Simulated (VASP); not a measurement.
# Au (P-1) in VASP: settings compared

The runs below take Au through single point, with r2SCAN, PBEsol.

Program: VASP 6.6.1. These are calculated values, not measurements. Logs are shortened: lines on timing, memory, paths and dates and some standing lists are left out, and cuts for length are marked.

## Step 1: The cell of the first run

The typed cell holds 2 atoms: a = 2.834 Å, b = 2.839 Å, c = 5.225 Å, α = 103.14°, β = 102.66°, γ = 90.26°.

## Step 2: Single point, r2SCAN

Contents of POSCAR:

```
Au
1.0
    2.8341352242      0.0000000000      0.0000000000
   -0.0130411464      2.8388568190      0.0000000000
   -1.1454275711     -1.1932615928      4.9566243481
Au
2
Direct
    0.6728620000      0.6659620000      0.2740550000
    0.3271380000      0.3340380000      0.7259450000
```

Contents of INCAR.step1:

```
SYSTEM = Au
PREC = Accurate
ENCUT = 520
ISMEAR = -1
SIGMA = 0.05
LREAL = .False.
LASPH = .True.
NELM = 100
NBANDS = 18
GGA = PE
ALGO = Normal
EDIFF = 1E-4
LWAVE = .True.
LCHARG = .False.
```

Contents of INCAR.step2:

```
SYSTEM = Au
PREC = Accurate
ENCUT = 520
EDIFF = 1E-6
ISMEAR = -1
SIGMA = 0.05
LREAL = .False.
LASPH = .True.
NELM = 100
ALGO = Normal
ISIF = 2
LWAVE = .False.
LCHARG = .False.
METAGGA = R2SCAN
LMIXTAU = .True.
NBANDS = 18
ISTART = 1
```

Contents of KPOINTS:

```
Automatic mesh
0
Gamma
  10 10 6
  0 0 0
```

Potentials or basis: VASP PAW PBE potentials, release 64 (Au).

The run is started by

```
> cat potpaw_PBE.64/Au/POTCAR > POTCAR
> cp INCAR.step1 INCAR
> mpirun -np 1 vasp_std > vasp.out
> cp INCAR.step2 INCAR
> mpirun -np 1 vasp_std > vasp.out
```

OUTCAR:

```text
SYSTEM = Au
   PREC = Accurate
   ENCUT = 520
   EDIFF = 1E-6
   ISMEAR = -1
   LREAL = .False.
   LASPH = .True.
   NELM = 100
   ISIF = 2
   METAGGA = R2SCAN
   ISTART = 1

 ion  position               nearest neighbor table
   1  0.673  0.666  0.274-   2 2.75   2 2.94   2 3.00   2 3.02   2 3.07
   2  0.327  0.334  0.726-   1 2.75   1 2.94   1 3.00   1 3.02   1 3.07

  LATTYP: Found a triclinic cell.
 ALAT       =     2.8341352242
 B/A-ratio  =     1.4186468224
 C/A-ratio  =     2.8424930260
 COS(alpha) =     0.0022337933
 COS(beta)  =     0.5581870929
 COS(gamma) =     0.7081406305

  Lattice vectors:

 A1 = (  -2.8341352242,   0.0000000000,   0.0000000000)
 A2 = (  -2.8471763706,   2.8388568190,   0.0000000000)
 A3 = (  -4.4967605845,  -4.4844520452,  -4.9566243481)

Analysis of symmetry for initial positions (statically):
=====================================================================
 Subroutine PRICEL returns:
 Original cell was already a primitive cell.

 Routine SETGRP: Setting up the symmetry group for a
 triclinic supercell.

 Subroutine GETGRP returns: Found  2 space group operations
 (whereof  2 operations were pure point group operations)
 out of a pool of  2 trial point group operations.

The static configuration has the point symmetry S_2 .

Analysis of symmetry for dynamics (positions and initial velocities):
=====================================================================
 Subroutine PRICEL returns:
 Original cell was already a primitive cell.

 Routine SETGRP: Setting up the symmetry group for a
 triclinic supercell.

 Subroutine GETGRP returns: Found  2 space group operations
 (whereof  2 operations were pure point group operations)
 out of a pool of  2 trial point group operations.

The dynamic configuration has the point symmetry S_2 .

 Subroutine INISYM returns: Found  2 space group operations
 (whereof  2 operations are pure point group operations),
 and found     1 'primitive' translations

----------------------------------------------------------------------------------------

                                     Primitive cell

  volume of cell :      39.8795

  direct lattice vectors                    reciprocal lattice vectors
     2.834135224  0.000000000  0.000000000     0.352841315  0.001620883  0.081928401
    -0.013041146  2.838856819  0.000000000     0.000000000  0.352254469  0.084802014
    -1.145427571 -1.193261593  4.956624348     0.000000000  0.000000000  0.201750209

  length of vectors
     2.834135224  2.838886773  5.225323194     0.362231810  0.362318358  0.201750209

  position of ions in fractional coordinates (direct lattice)
     0.672862000  0.665962000  0.274055000
     0.327138000  0.334038000  0.725945000

  ion indices of the primitive-cell ions
   primitive index   ion index
                 1           1
                 2           2

----------------------------------------------------------------------------------------

 KPOINTS: Automatic mesh

Automatic generation of k-mesh.
 Grid dimensions read from file:
 generate k-points for:   10   10    6

 Generating k-lattice:

  Cartesian coordinates                     Fractional coordinates (reciprocal lattice)
     0.035284132  0.000162088  0.008192840     0.100000000  0.000000000  0.000000000
     0.000000000  0.035225447  0.008480201     0.000000000  0.100000000  0.000000000
     0.000000000  0.000000000  0.033625035     0.000000000  0.000000000  0.166666667

  Length of vectors
     0.036223181  0.036231836  0.033625035

  Shift w.r.t. Gamma in fractional coordinates (k-lattice)
     0.000000000  0.000000000  0.000000000

 Subroutine IBZKPT returns following result:
 ===========================================

 Found    304 irreducible k-points:

 Following reciprocal coordinates:
            Coordinates               Weight
  0.000000  0.000000  0.000000      1.000000
  0.100000  0.000000  0.000000      2.000000
  0.200000  0.000000  0.000000      2.000000
  0.300000  0.000000  0.000000      2.000000
  0.400000  0.000000  0.000000      2.000000
  0.500000  0.000000  0.000000      1.000000
[... 16 lines left out ...]
 -0.400000  0.200000 -0.000000      2.000000
 -0.300000  0.200000  0.000000      2.000000
 [... further k-points ...]
   k-points           NKPTS =    304   k-points in BZ     NKDIM =    304   number of bands    NBANDS=     18
   number of dos      NEDOS =    301   number of ions     NIONS =      2
   total plane-waves  NPLWV =  23040
   dimension x,y,z NGX =    24 NGY =   24 NGZ =   40
   dimension x,y,z NGXF=    48 NGYF=   48 NGZF=   80
   ions per type =               2
   NGX,Y,Z   is equivalent  to a cutoff of  14.08, 14.05, 12.73 a.u.
   NGXF,Y,Z  is equivalent  to a cutoff of  28.16, 28.11, 25.45 a.u.
 SYSTEM =  Au
   PREC   = accura    normal or accurate (medium, high low for compatibility)
   ISTART =      1    job   : 0-new  1-cont  2-samecut
   ICHARG =      0    charge: 1-file 2-atom 10-const
   ISPIN  =      1    spin polarized calculation?
   LNONCOLLINEAR =      F non collinear calculations
   LSORBIT =      F    spin-orbit coupling
   LASPH  =      T    aspherical Exc in radial PAW
   ENCUT  =  520.0 eV  38.22 Ry    6.18 a.u.   5.27  5.28  9.72*2*pi/ulx,y,z
   NELM   =    100;   NELMIN=  2; NELMDL=  0     # of ELM steps
   EDIFF  = 0.1E-05   stopping-criterion for ELM
   LREAL  =      F    real-space projection
   EDIFFG = 0.1E-04   stopping-criterion for IOM
   NSW    =      0    number of steps for IOM
   IBRION =     -1    ionic relax: 0-MD 1-quasi-New 2-CG
   NFREE  =      0    steps in history (QN), initial steepest desc. (CG)
   ISIF   =      2    stress and relaxation
   ISYM   =      2    0-nonsym 1-usesym 2-fastsym
   POTIM  = 0.5000    time-step for ionic-motion
   TEBEG  =    0.0;   TEEND  =   0.0 temperature during run
   PSTRESS=    0.0 pullay stress
   NELECT =      22.0000    total number of electrons
   NUPDOWN=      -1.0000    fix difference up-down
   EMIN   =  10.00;   EMAX   =-10.00  energy-range for DOS
   EFERMI =   0.00;   METHOD = LEGACY
   ISMEAR =    -1;   SIGMA  =   0.05  broadening in eV -4-tet -1-fermi 0-gaus
   EFERMI_NEDOS =   21; number of points for ismear=-14 and -15
   IALGO  =     38    algorithm
   IMIX   =      4    mixing-type and parameters
     AMIX     =   0.40;   BMIX     =  1.00
     AMIX_MAG =   1.60;   BMIX_MAG =  1.00
  volume/ion in A,a.u.               =      19.94       134.56
  Fermi-wavevector in a.u.,A,eV,Ry     =   1.342659  2.537257 24.527671  1.802733
  Thomas-Fermi vector in A             =   2.470795
   LORBIT       =      0    0 simple, 1 ext, 2 COOP (PROOUT), +10 PAW based schemes
   METAGGA = R2SCAN    functional components
   LHFCALC =     F    Hartree Fock is set to
   AEXX    =    0.0000 exact exchange contribution
   IVDW    =     0    specifies the selected vdW correction
   LEPSILON=     F    determine dielectric tensor
   LRPA    =     F    only Hartree local field effects (RPA)
 non-spin polarized calculation
  energy-cutoff  :      520.00
  volume of cell :       39.88
 maximum number of plane-waves:      1091
 NGX is ok and might be reduce to    24
   NGX = 11   NGY = 11   NGZ = 19

 number of electron      22.0000001 magnetization

 Free energy of the ion-electron system (eV)
  ---------------------------------------------------
  ext. energy  EPLUGINS =         0.00000000
  ---------------------------------------------------
  free energy    TOTEN  =      -100.95416336 eV

  energy without entropy =     -100.95081434  energy(sigma->0) =     -100.95248885

 E-fermi :   6.8140     XC(G=0): -12.4705

 val. band max:        6.8002231421   @ k =   0.3000   0.4000   0.0000
 cond. band min:       6.8187504259   @ k =   0.0000   0.5000   0.3333
 fundamental gap:      0.0185272837
 Fermi energy:         6.8140382351

 k-point     1 :       0.0000    0.0000    0.0000
  band No.  band energies     occupation
      1      -1.6810      2.00000
      2       0.6961      2.00000
      3       0.9477      2.00000
      4       1.4595      2.00000
      5       2.0129      2.00000
      6       3.7380      2.00000
[... 10 lines left out ...]
     17      23.0738      0.00000
     18      25.1274      0.00000

 k-point     2 :       0.1000    0.0000    0.0000
  band No.  band energies     occupation
      1      -1.4333      2.00000
      2       0.8399      2.00000
      3       1.1044      2.00000
      4       1.5829      2.00000
      5       2.1052      2.00000
      6       3.5534      2.00000
[... 10 lines left out ...]
     17      23.3653      0.00000
     18      25.1257      0.00000

 k-point     3 :       0.2000    0.0000    0.0000
  band No.  band energies     occupation
      1      -0.7671      2.00000
      2       0.9919      2.00000
      3       1.7259      2.00000
      4       1.8145      2.00000
      5       2.4809      2.00000
      6       2.9637      2.00000
[... 10 lines left out ...]
     17      24.2647      0.00000
     18      24.6935      0.00000

 k-point     4 :       0.3000    0.0000    0.0000
  band No.  band energies     occupation
      1       0.0573      2.00000
      2       1.1059      2.00000
      3       1.8834      2.00000
      4       2.2291      2.00000
      5       2.5471      2.00000
      6       3.1543      2.00000
[... 10 lines left out ...]
     17      23.8157      0.00000
     18      24.3073      0.00000

 k-point     5 :       0.4000    0.0000    0.0000
  band No.  band energies     occupation
      1       0.6524      2.00000
      2       1.0883      2.00000
      3       1.8268      2.00000
      4       2.0686      2.00000
      5       2.8895      2.00000
      6       3.2664      2.00000
[... 10 lines left out ...]
     17      23.7342      0.00000
     18      24.9363      0.00000

 k-point     6 :       0.5000    0.0000    0.0000
  band No.  band energies     occupation
      1       0.9176      2.00000
      2       0.9381      2.00000
      3       1.8604      2.00000
      4       2.0128      2.00000
      5       3.0070      2.00000
      6       3.1973      2.00000
[... 10 lines left out ...]
     17      23.4900      0.00000
     18      24.9067      0.00000

 k-point     7 :       0.0000    0.1000    0.0000
  band No.  band energies     occupation
      1      -1.4350      2.00000
      2       0.8201      2.00000
      3       1.1244      2.00000
      4       1.5806      2.00000
      5       2.1061      2.00000
      6       3.5328      2.00000
[... 10 lines left out ...]
     17      23.3335      0.00000
     18      25.2594      0.00000

 k-point     8 :       0.1000    0.1000   -0.0000
  band No.  band energies     occupation
      1      -1.1548      2.00000
      2       1.0201      2.00000
      3       1.1847      2.00000
      4       1.7330      2.00000
      5       2.2419      2.00000
      6       3.3201      2.00000
[... 10 lines left out ...]
     17      22.2778      0.00000
     18      25.3184      0.00000
[... 229 lines left out ...]
     17      21.0696      0.00000
     18      24.9913      0.00000

 k-point    20 :       0.3000    0.2000    0.0000
  band No.  band energies     occupation
      1       0.9647      2.00000
      2       1.7393      2.00000
      3       1.8757      2.00000
      4       2.2720      2.00000
      5       2.6031      2.00000
      6       2.9453      2.00000
[... 10 lines left out ...]
     17      21.3694      0.00000
     18      23.4181      0.00000

 k-point    21 :       0.4000    0.2000    0.0000
  band No.  band energies     occupation
      1       1.3335      2.00000
      2       1.4325      2.00000
      3       1.8778      2.00000
      4       2.2238      2.00000
      5       2.5765      2.00000
      6       3.0112      2.00000
[... 10 lines left out ...]
     17      19.8288      0.00000
     18      23.6661      0.00000

 k-point    22 :       0.5000    0.2000    0.0000
  band No.  band energies     occupation
      1       1.1189      2.00000
      2       1.6557      2.00000
      3       1.8284      2.00000
      4       2.1768      2.00000
      5       2.5679      2.00000
      6       2.9833      2.00000
[... 10 lines left out ...]
     17      21.0341      0.00000
     18      22.1703      0.00000

 k-point    23 :      -0.4000    0.2000   -0.0000
  band No.  band energies     occupation
      1       0.9864      2.00000
      2       1.7572      2.00000
      3       1.8550      2.00000
      4       2.2230      2.00000
      5       2.5788      2.00000
      6       2.9623      2.00000
[... 10 lines left out ...]
     17      20.8013      0.00000
     18      22.5518      0.00000

 k-point    24 :      -0.3000    0.2000    0.0000
  band No.  band energies     occupation
      1       0.6232      2.00000
      2       1.9039      2.00000
      3       1.9678      2.00000
      4       2.2935      2.00000
      5       2.5229      2.00000
      6       2.9720      2.00000
[... 10 lines left out ...]
     17      19.7518      0.00000
     18      24.5147      0.00000

 [... further k-points ...]
[... 5 lines left out ...]
  --------------------------------------------------------------------------------------
  -------------------------------------------------------------------------------------
  Total       -1.6458334     -1.6992860     -1.0987494      0.0440793      0.0806760      0.1032983
  in kB      -66.1220620    -68.2695424    -44.1427296      1.7709059      3.2411941      4.1500519
  external PRESSURE =     -59.5114447 kB  Pullay stress =       0.0000000 kB

 VOLUME and BASIS-vectors are now :
 -----------------------------------------------------------------------------
  energy-cutoff  :      520.00
  volume of cell :       39.88
      direct lattice vectors                 reciprocal lattice vectors
     2.834135224  0.000000000  0.000000000     0.352841315  0.001620883  0.081928401
    -0.013041146  2.838856819  0.000000000     0.000000000  0.352254469  0.084802014
    -1.145427571 -1.193261593  4.956624348     0.000000000  0.000000000  0.201750209

 POSITION                                       TOTAL-FORCE (eV/Angst)
 -----------------------------------------------------------------------------------
      1.58439      1.56355      1.35839         0.022815      0.019391      0.050844
      0.09128      0.08204      3.59824        -0.022815     -0.019391     -0.050844
 -----------------------------------------------------------------------------------
    total drift:                                0.000000     -0.000000      0.000000

  FREE ENERGIE OF THE ION-ELECTRON SYSTEM (eV)
  ---------------------------------------------------
  free  energy   TOTEN  =      -100.9541633594 eV

  energy  without entropy=     -100.9508143441  energy(sigma->0) =     -100.95248885
```

Wall time 6.9 min (1 thread of Intel Xeon 8259CL, shared host); peak memory 0.31 GiB.

What came out:

| Property | Result |
| --- | --- |
| Free energy | -100.9542 eV |
| Pressure | -6.0 GPa |
| Largest force | 0.059 eV/Å |
| Band gap on the k mesh | zero (bands 11 and 12 overlap by 5.45 eV) |

Forces on the atoms (eV/Å):
```
Au   0.023  0.019  0.051
Au  -0.023 -0.019 -0.051
```

Caveat: the cell stands under tension; the PAW data sets were made with another functional, which shifts forces and pressure a little; spin-orbit coupling is left out, which moves the levels of the heavy elements.

## Step 3: Single point, PBEsol

This run uses another cell than the first one, of 18.77 Å³/atom.

Contents of INCAR:

```
PREC = Accurate
ENCUT = 520
EDIFF = 1E-6
ISMEAR = -1
SIGMA = 0.05
LREAL = F
LASPH = T
NELM = 60
ALGO = Fast
ISIF = 2
LWAVE = F
LCHARG = F
GGA = PS
NBANDS = 18
```

Contents of KPOINTS:

```
Automatic mesh
0
Gamma
  8 8 5
```

Contents of POSCAR:

```
Au
1.0
    2.8154890579      0.0000000000      0.0000000000
   -0.0129553469      2.8201795887      0.0000000000
   -1.1378916452     -1.1854109603      4.7270534720
Au
2
Direct
    0.6728620000      0.6659620000      0.2740550000
    0.3271380000      0.3340380000      0.7259450000
```

Potentials or basis: VASP PAW PBE potentials, release 64 (Au).

The run is started by

```
> cat potpaw_PBE.64/Au/POTCAR > POTCAR
> mpirun -np 1 vasp_std > vasp.out
```

It took 2.3 min on 1 thread of Intel Xeon 8259CL, shared host; peak memory 0.22 GiB.

The run converged. Its results:

| Item | Value |
| --- | --- |
| Free energy | -7.5270 eV |
| Pressure | -3.1 GPa |
| Largest force | 0.398 eV/Å |
| Band gap on the k mesh | zero (bands 11 and 12 overlap by 4.77 eV) |

Forces in eV/Å, atoms in the order of the input:
```
Au   0.099  0.079  0.378
Au  -0.099 -0.079 -0.378
```

Stress tensor (GPa, compression positive):
```
-6.33 -0.11  1.91
-0.11 -6.45  1.45
 1.91  1.45  3.62
```

Levels at points of the mesh, in eV from the Fermi level:
| k point | band 8 | band 9 | band 10 | band 11 | band 12 | band 13 | band 14 | band 15 |
| --- | --- | --- | --- | --- | --- | --- | --- | --- |
| (0.00, 0.00, 0.00) | -2.56 | -2.47 | -2.26 | -1.76 | 0.04 | 3.38 | 13.77 | 13.93 |
| (0.50, 0.00, 0.00) | -3.18 | -2.44 | -1.85 | 0.27 | 0.94 | 2.81 | 5.88 | 10.25 |
| (0.00, 0.50, 0.00) | -3.12 | -2.42 | -1.91 | 0.22 | 0.95 | 2.65 | 5.83 | 10.21 |
| (0.50, 0.50, 0.00) | -1.33 | -1.02 | -1.00 | 2.28 | 4.45 | 5.84 | 6.62 | 7.21 |

Caveat: the stress differs along the axes, from -6 to 4 GPa; the PAW data sets were made with another functional, which shifts forces and pressure a little; spin-orbit coupling is left out, which moves the levels of the heavy elements.

## Step 4: Single point, PBEsol

This run uses another cell than the first one, of 19.16 Å³/atom.

Changes to INCAR since step 3:

```diff
@@ -7,4 +7,4 @@
 LASPH = T
-NELM = 60
-ALGO = Fast
+NELM = 100
+ALGO = Normal
 ISIF = 2
```

Contents of KPOINTS:

```
regular mesh
0
Gamma
  8 8 5
```

Changes to POSCAR since step 3:

```diff
@@ -4,3 +4,3 @@
    -0.0129553469      2.8201795887      0.0000000000
-   -1.1378916452     -1.1854109603      4.7270534720
+   -1.1378916452     -1.1854109603      4.8255337526
 Au
```

The run is started by

```
> cat potpaw_PBE.64/Au/POTCAR > POTCAR
> mpirun -np 1 vasp_std > vasp.out
```

Wall time 2 min (1 thread of Intel Xeon 8259CL, shared host); peak memory 0.23 GiB.

It converged, with:

| Quantity | Value |
| --- | --- |
| Free energy | -7.5303 eV |
| Pressure | -6.0 GPa |
| Largest force | 0.246 eV/Å |
| Band gap on the k mesh | zero (bands 11 and 12 overlap by 4.87 eV) |

Forces in eV/Å, atoms in the order of the input:
```
Au   0.066  0.048  0.232
Au  -0.066 -0.048 -0.232
```

Stress tensor (GPa, compression positive):
```
-7.93 -0.17  1.24
-0.17 -7.95  0.90
 1.24  0.90 -2.22
```

Levels at points of the mesh, in eV from the Fermi level:
```csv
k point,band 7,band 8,band 9,band 10,band 11,band 12,band 13,band 14,band 15,band 16
"(0.00, 0.00, 0.00)",-2.94,-2.41,-2.34,-2.12,-1.68,0.00,3.03,13.87,14.01,15.45
"(0.50, 0.00, 0.00)",-3.42,-3.04,-2.36,-1.82,0.37,1.04,2.80,5.68,9.95,11.83
"(0.00, 0.50, 0.00)",-3.38,-2.98,-2.34,-1.87,0.31,1.04,2.65,5.64,9.91,12.07
"(0.50, 0.50, 0.00)",-2.15,-1.34,-0.91,-0.89,2.49,4.54,5.90,6.61,7.22,9.01
```

Caveat: the stress differs along the axes, from -8 to -2 GPa; the PAW data sets were made with another functional, which shifts forces and pressure a little; spin-orbit coupling is left out, which moves the levels of the heavy elements.

(Continued in part 2 of 2.)

The gap in the log of VASP goes by the Fermi energy; the results here count the filled bands.